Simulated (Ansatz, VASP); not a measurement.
One calculation of Si, two programs

```
Si
1.0
     0.00000    2.71550    2.71550
     2.71550    0.00000    2.71550
     2.71550    2.71550    0.00000
Si
2
Direct
  0.00000 0.00000 0.00000
  0.25000 0.25000 0.25000
```

Alike in both runs: task single point; functional PBEsol; k mesh 6 × 6 × 6; occupations gaussian, width 0.1 eV; no spin polarisation.

|  | VASP | Ansatz |
| --- | --- | --- |
| version | VASP 6.6.1 | Ansatz 0.2.0 |
| potentials or method | VASP PAW PBE potentials, release 64 (Si), cutoff 500 eV | scalar-relativistic, plane waves, PAW |
| valence electrons in the cell | 8 | 8 |

VASP gave:

```
gap on the k mesh at the Fermi level (eV) : 0.58
least direct gap on the mesh (eV)         : 2.51
pressure (GPa)                            : 0.3
```

Question: Which values does Ansatz return?

Answer: gap on the k mesh at the Fermi level (eV): 0.59; least direct gap on the mesh (eV): 2.52; pressure (GPa): 0.2.

VASP's potentials were made for PBE, not for PBEsol, and Ansatz warns of the same on its side.
